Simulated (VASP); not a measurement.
# Pb (Fm-3m) in VASP: further runs

Pb is run at these levels: r2SCAN; tasks: single point.

All numbers are computed with VASP 6.6.1; they aren't measurements. Logs are shortened: lines on timing, memory, paths and dates and some standing lists are left out, and cuts for length are marked.

**1. The cell of the first run**

The structure is cubic, space group Fm-3m (No. 225). Conventional cell: a = 4.989 Å, b = 4.989 Å, c = 4.989 Å, α = 90.00°, β = 90.00°, γ = 90.00°. Pb (site symmetry m-3m) has 12 Pb at 3.53 Å within 4.6 Å.

**2. Single point, r2SCAN**

POSCAR

```
Pb
1.0
    0.0000000000      2.4946408835      2.4946408835
    2.4946408835      0.0000000000      2.4946408835
    2.4946408835      2.4946408835      0.0000000000
Pb
1
Direct
    0.0000000000      0.0000000000      0.0000000000
```

INCAR.step1

```
SYSTEM = Pb
  PREC = Accurate
  ENCUT = 520
  ISMEAR = 1
  SIGMA = 0.1
  LREAL = .FALSE.
  LASPH = .TRUE.
  NELM = 60
  NBANDS = 13
  GGA = PE
  ALGO = Normal
  EDIFF = 1E-4
  LWAVE = .TRUE.
  LCHARG = .FALSE.
```

INCAR.step2

```
SYSTEM = Pb
  PREC = Accurate
  ENCUT = 520
  EDIFF = 1E-7
  ISMEAR = 1
  SIGMA = 0.1
  LREAL = .FALSE.
  LASPH = .TRUE.
  NELM = 60
  ALGO = Normal
  ISIF = 2
  LWAVE = .FALSE.
  LCHARG = .FALSE.
  METAGGA = R2SCAN
  LMIXTAU = .TRUE.
  NBANDS = 13
  ISTART = 1
```

KPOINTS

```
regular mesh
0
G
  11 11 11
  0 0 0
```

Potentials or basis: VASP PAW PBE potentials, release 64 (Pb_d).

The run is started by

```bash
$ cat potpaw_PBE.64/Pb_d/POTCAR > POTCAR
$ cp INCAR.step1 INCAR
$ mpirun -np 1 vasp_std > vasp.out
$ cp INCAR.step2 INCAR
$ mpirun -np 1 vasp_std > vasp.out
```

OUTCAR:

```text
SYSTEM = Pb
   PREC = Accurate
   ENCUT = 520
   EDIFF = 1E-7
   ISMEAR = 1
   LREAL = .FALSE.
   LASPH = .TRUE.
   NELM = 60
   ISIF = 2
   METAGGA = R2SCAN
   ISTART = 1

 ion  position               nearest neighbor table
   1  0.000  0.000  0.000-

  LATTYP: Found a face centered cubic cell.
 ALAT       =     4.9892817670

  Lattice vectors:

 A1 = (   0.0000000000,   2.4946408835,   2.4946408835)
 A2 = (   2.4946408835,   0.0000000000,   2.4946408835)
 A3 = (   2.4946408835,   2.4946408835,   0.0000000000)

Analysis of symmetry for initial positions (statically):
=====================================================================
 Subroutine PRICEL returns:
 Original cell was already a primitive cell.

 Routine SETGRP: Setting up the symmetry group for a
 face centered cubic supercell.

 Subroutine GETGRP returns: Found 48 space group operations
 (whereof 48 operations were pure point group operations)
 out of a pool of 48 trial point group operations.

The static configuration has the point symmetry O_h .

Analysis of symmetry for dynamics (positions and initial velocities):
=====================================================================
 Subroutine PRICEL returns:
 Original cell was already a primitive cell.

 Routine SETGRP: Setting up the symmetry group for a
 face centered cubic supercell.

 Subroutine GETGRP returns: Found 48 space group operations
 (whereof 48 operations were pure point group operations)
 out of a pool of 48 trial point group operations.

The dynamic configuration has the point symmetry O_h .

 Subroutine INISYM returns: Found 48 space group operations
 (whereof 48 operations are pure point group operations),
 and found     1 'primitive' translations

----------------------------------------------------------------------------------------

                                     Primitive cell

  volume of cell :      31.0495

  direct lattice vectors                    reciprocal lattice vectors
     0.000000000  2.494640883  2.494640883    -0.200429650  0.200429650  0.200429650
     2.494640883  0.000000000  2.494640883     0.200429650 -0.200429650  0.200429650
     2.494640883  2.494640883  0.000000000     0.200429650  0.200429650 -0.200429650

  length of vectors
     3.527954971  3.527954971  3.527954971     0.347154338  0.347154338  0.347154338

  position of ions in fractional coordinates (direct lattice)
     0.000000000  0.000000000  0.000000000

  ion indices of the primitive-cell ions
   primitive index   ion index
                 1           1

----------------------------------------------------------------------------------------
[... 82 lines left out ...]
   NUPDOWN=      -1.0000    fix difference up-down
   EMIN   =  10.00;   EMAX   =-10.00  energy-range for DOS
   EFERMI =   0.00;   METHOD = LEGACY
   ISMEAR =     1;   SIGMA  =   0.10  broadening in eV -4-tet -1-fermi 0-gaus
   EFERMI_NEDOS =   21; number of points for ismear=-14 and -15
   IALGO  =     38    algorithm
   IMIX   =      4    mixing-type and parameters
     AMIX     =   0.40;   BMIX     =  1.00
     AMIX_MAG =   1.60;   BMIX_MAG =  1.00
  volume/ion in A,a.u.               =      31.05       209.53
  Fermi-wavevector in a.u.,A,eV,Ry     =   1.255354  2.372275 21.441600  1.575913
  Thomas-Fermi vector in A             =   2.389115
   LORBIT       =      0    0 simple, 1 ext, 2 COOP (PROOUT), +10 PAW based schemes
   METAGGA = R2SCAN    functional components
   LHFCALC =     F    Hartree Fock is set to
   AEXX    =    0.0000 exact exchange contribution
   IVDW    =     0    specifies the selected vdW correction
   LEPSILON=     F    determine dielectric tensor
   LRPA    =     F    only Hartree local field effects (RPA)
 non-spin polarized calculation
 Methfessel and Paxton  Order N= 1 SIGMA  =   0.10
  energy-cutoff  :      520.00
  volume of cell :       31.05
 maximum number of plane-waves:       869
   NGX = 13   NGY = 13   NGZ = 13

 number of electron      14.0000000 magnetization

 Free energy of the ion-electron system (eV)
  ---------------------------------------------------
  ext. energy  EPLUGINS =         0.00000000
  ---------------------------------------------------
  free energy    TOTEN  =       -56.28383896 eV

  energy without entropy =      -56.28388784  energy(sigma->0) =      -56.28385525

 E-fermi :   7.0292     XC(G=0): -10.7988

 val. band max:        6.9950173198   @ k =   0.3636   0.2727   0.0000
 cond. band min:       7.0795929834   @ k =   0.2727   0.0000   0.0000
 fundamental gap:      0.0845756636
 Fermi energy:         7.0291771080

 k-point     1 :       0.0000    0.0000    0.0000
  band No.  band energies     occupation
      1     -10.7487      2.00000
      2     -10.7487      2.00000
      3     -10.7487      2.00000
      4     -10.6113      2.00000
      5     -10.6113      2.00000
      6      -5.1734      2.00000
      7      14.4999      0.00000
      8      14.4999      0.00000
      9      14.4999      0.00000
     10      17.3622      0.00000
     11      18.9438      0.00000
     12      19.8860      0.00000
     13      19.8860      0.00000
[... 354 lines left out ...]
  band No.  band energies     occupation
      1     -10.7420      2.00000
      2     -10.7154      2.00000
      3     -10.6534      2.00000
      4     -10.6394      2.00000
      5     -10.5398      2.00000
      6      -3.4564      2.00000
      7       7.8073     -0.00000
      8       9.5244      0.00000
      9      13.8595      0.00000
     10      17.2433      0.00000
     11      18.6209      0.00000
     12      19.8580      0.00000
     13      20.5019      0.00000

 [... further k-points ...]

------------------------ aborting loop because EDIFF is reached ----------------------------------------

  FORCE on cell =-STRESS in cart. coord.  units (eV):
  Direction    XX          YY          ZZ          XY          YZ          ZX
  --------------------------------------------------------------------------------------
  -------------------------------------------------------------------------------------
  Total       -0.0039931     -0.0039931     -0.0039931      0.0000000      0.0000000     -0.0000000
  in kB       -0.2060454     -0.2060454     -0.2060454      0.0000000      0.0000000     -0.0000000
  external PRESSURE =      -0.2060454 kB  Pullay stress =       0.0000000 kB

 VOLUME and BASIS-vectors are now :
 -----------------------------------------------------------------------------
  energy-cutoff  :      520.00
  volume of cell :       31.05
      direct lattice vectors                 reciprocal lattice vectors
     0.000000000  2.494640883  2.494640883    -0.200429650  0.200429650  0.200429650
     2.494640883  0.000000000  2.494640883     0.200429650 -0.200429650  0.200429650
     2.494640883  2.494640883  0.000000000     0.200429650  0.200429650 -0.200429650

 POSITION                                       TOTAL-FORCE (eV/Angst)
 -----------------------------------------------------------------------------------
      0.00000      0.00000      0.00000         0.000000      0.000000      0.000000
 -----------------------------------------------------------------------------------
    total drift:                               -0.000000     -0.000000     -0.000000

  FREE ENERGIE OF THE ION-ELECTRON SYSTEM (eV)
  ---------------------------------------------------
  free  energy   TOTEN  =       -56.2838389626 eV

  energy  without entropy=      -56.2838878393  energy(sigma->0) =      -56.28385525
```

It took 64 s on 1 thread of Intel Xeon Platinum 8488C (Sapphire Rapids), shared host; peak memory 0.17 GiB.

Results:

* Free energy: -56.2838 eV
* Pressure: 0.0 GPa
* Band gap on the k mesh: zero (band 7 reaches 14.50 eV, above the bottom of band 8 at 5.53 eV)

Levels at points of the mesh, in eV from the Fermi level:
```
           k point  band 5  band 6  band 7  band 8  band 9  band 10
(0.00, 0.00, 0.00)  -17.64  -12.20    7.47    7.47    7.47    10.33
```

Caveat: the PAW data sets were made with another functional, which shifts forces and pressure a little; spin-orbit coupling is left out, which moves the levels of the heavy elements.

**3. Single point, r2SCAN**

POSCAR is that of step 2.

INCAR.step1

```
PREC     = Accurate       # precision mode
ENCUT    = 520            # plane-wave cutoff, eV
ISMEAR   = 1              # smearing method
SIGMA    = 0.2            # smearing width, eV
LREAL    = False          # projectors in reciprocal space
LASPH    = True           # aspherical terms in the spheres
NELM     = 80             # most SCF steps
NBANDS   = 13             # bands
GGA      = PE             # functional
ALGO     = Normal         # electronic algorithm
EDIFF    = 1E-4           # SCF threshold, eV
LWAVE    = True           # write WAVECAR
LCHARG   = False          # write CHGCAR
```

INCAR.step2

```
PREC     = Accurate       # precision mode
ENCUT    = 520            # plane-wave cutoff, eV
EDIFF    = 1E-6           # SCF threshold, eV
ISMEAR   = 1              # smearing method
SIGMA    = 0.2            # smearing width, eV
LREAL    = False          # projectors in reciprocal space
LASPH    = True           # aspherical terms in the spheres
NELM     = 80             # most SCF steps
ALGO     = Normal         # electronic algorithm
ISIF     = 2              # what is computed and relaxed
LWAVE    = False          # write WAVECAR
LCHARG   = False          # write CHGCAR
METAGGA  = R2SCAN         # meta-GGA
LMIXTAU  = True         
NBANDS   = 13             # bands
ISTART   = 1
```

KPOINTS

```
Automatic mesh
0
Gamma
  11 11 11
```

Potentials or basis: VASP PAW PBE potentials, release 64 (Pb_d).

The run is started by

```bash
$ cat potpaw_PBE.64/Pb_d/POTCAR > POTCAR
$ cp INCAR.step1 INCAR
$ mpirun -np 1 vasp_std > vasp.out
$ cp INCAR.step2 INCAR
$ mpirun -np 1 vasp_std > vasp.out
```

OUTCAR:

```text
PREC = Accurate
   ENCUT = 520
   EDIFF = 1E-6
   ISMEAR = 1
   LREAL = False
   LASPH = True
   NELM = 80
   ISIF = 2
   METAGGA = R2SCAN
   ISTART = 1

 ion  position               nearest neighbor table
   1  0.000  0.000  0.000-

  LATTYP: Found a face centered cubic cell.
 ALAT       =     4.9892817670

  Lattice vectors:

 A1 = (   0.0000000000,   2.4946408835,   2.4946408835)
 A2 = (   2.4946408835,   0.0000000000,   2.4946408835)
 A3 = (   2.4946408835,   2.4946408835,   0.0000000000)

Analysis of symmetry for initial positions (statically):
=====================================================================
 Subroutine PRICEL returns:
 Original cell was already a primitive cell.

 Routine SETGRP: Setting up the symmetry group for a
 face centered cubic supercell.

 Subroutine GETGRP returns: Found 48 space group operations
 (whereof 48 operations were pure point group operations)
 out of a pool of 48 trial point group operations.

The static configuration has the point symmetry O_h .

Analysis of symmetry for dynamics (positions and initial velocities):
=====================================================================
 Subroutine PRICEL returns:
 Original cell was already a primitive cell.

 Routine SETGRP: Setting up the symmetry group for a
 face centered cubic supercell.

 Subroutine GETGRP returns: Found 48 space group operations
 (whereof 48 operations were pure point group operations)
 out of a pool of 48 trial point group operations.

The dynamic configuration has the point symmetry O_h .

 Subroutine INISYM returns: Found 48 space group operations
 (whereof 48 operations are pure point group operations),
 and found     1 'primitive' translations

----------------------------------------------------------------------------------------

                                     Primitive cell

  volume of cell :      31.0495

[... 107 lines left out ...]
  volume/ion in A,a.u.               =      31.05       209.53
  Fermi-wavevector in a.u.,A,eV,Ry     =   1.255354  2.372275 21.441600  1.575913
  Thomas-Fermi vector in A             =   2.389115
   LORBIT       =      0    0 simple, 1 ext, 2 COOP (PROOUT), +10 PAW based schemes
   METAGGA = R2SCAN    functional components
   LHFCALC =     F    Hartree Fock is set to
   AEXX    =    0.0000 exact exchange contribution
   IVDW    =     0    specifies the selected vdW correction
   LEPSILON=     F    determine dielectric tensor
   LRPA    =     F    only Hartree local field effects (RPA)
 non-spin polarized calculation
 Methfessel and Paxton  Order N= 1 SIGMA  =   0.20
  energy-cutoff  :      520.00
  volume of cell :       31.05
 maximum number of plane-waves:       869
   NGX = 13   NGY = 13   NGZ = 13

 number of electron      14.0000000 magnetization

 Free energy of the ion-electron system (eV)
  ---------------------------------------------------
  ext. energy  EPLUGINS =         0.00000000
  ---------------------------------------------------
  free energy    TOTEN  =       -56.28325299 eV

  energy without entropy =      -56.28507367  energy(sigma->0) =      -56.28385988

 E-fermi :   7.0380     XC(G=0): -10.7997

 val. band max:        6.9945918661   @ k =   0.3636   0.2727   0.0000
 cond. band min:       7.0791961252   @ k =   0.2727   0.0000   0.0000
 fundamental gap:      0.0846042591
 Fermi energy:         7.0379829886

 k-point     1 :       0.0000    0.0000    0.0000
  band No.  band energies     occupation
      1     -10.7500      2.00000
      2     -10.7500      2.00000
      3     -10.7500      2.00000
      4     -10.6127      2.00000
      5     -10.6127      2.00000
      6      -5.1741      2.00000
      7      14.5001      0.00000
      8      14.5001      0.00000
      9      14.5001      0.00000
     10      17.3618      0.00000
     11      18.9440      0.00000
     12      19.8853      0.00000
     13      19.8853      0.00000
[... 354 lines left out ...]
  band No.  band energies     occupation
      1     -10.7434      2.00000
      2     -10.7168      2.00000
      3     -10.6547      2.00000
      4     -10.6408      2.00000
      5     -10.5412      2.00000
      6      -3.4570      2.00000
      7       7.8071     -0.00000
      8       9.5239     -0.00000
      9      13.8595      0.00000
     10      17.2432      0.00000
     11      18.6206      0.00000
     12      19.8578      0.00000
     13      20.5016      0.00000

 [... further k-points ...]
[... 5 lines left out ...]
  --------------------------------------------------------------------------------------
  -------------------------------------------------------------------------------------
  Total       -0.0155615     -0.0155615     -0.0155615      0.0000000      0.0000000     -0.0000000
  in kB       -0.8029881     -0.8029881     -0.8029881      0.0000000      0.0000000     -0.0000000
  external PRESSURE =      -0.8029881 kB  Pullay stress =       0.0000000 kB

 VOLUME and BASIS-vectors are now :
 -----------------------------------------------------------------------------
  energy-cutoff  :      520.00
  volume of cell :       31.05
      direct lattice vectors                 reciprocal lattice vectors
     0.000000000  2.494640883  2.494640883    -0.200429650  0.200429650  0.200429650
     2.494640883  0.000000000  2.494640883     0.200429650 -0.200429650  0.200429650
     2.494640883  2.494640883  0.000000000     0.200429650  0.200429650 -0.200429650

 POSITION                                       TOTAL-FORCE (eV/Angst)
 -----------------------------------------------------------------------------------
      0.00000      0.00000      0.00000         0.000000      0.000000     -0.000000
 -----------------------------------------------------------------------------------
    total drift:                               -0.000000     -0.000000     -0.000000

  FREE ENERGIE OF THE ION-ELECTRON SYSTEM (eV)
  ---------------------------------------------------
  free  energy   TOTEN  =       -56.2832529884 eV

  energy  without entropy=      -56.2850736669  energy(sigma->0) =      -56.28385988
```

Wall time 2 min (1 thread of Intel Xeon Platinum 8259CL at 2.50GHz (Skylake/Cascade Lake), shared host); peak memory 0.17 GiB.

What came out:

* Free energy: -56.2833 eV
* Pressure: -0.1 GPa
* Band gap on the k mesh: zero (band 7 reaches 14.50 eV, above the bottom of band 8 at 5.53 eV)

Levels at points of the mesh, in eV from the Fermi level:
```csv
k point,band 4,band 5,band 6,band 7,band 8,band 9,band 10,band 11
"(0.00, 0.00, 0.00)",-17.65,-17.65,-12.21,7.46,7.46,7.46,10.32,11.91
```

Caveat: the PAW data sets were made with another functional, which shifts forces and pressure a little; spin-orbit coupling is left out, which moves the levels of the heavy elements.
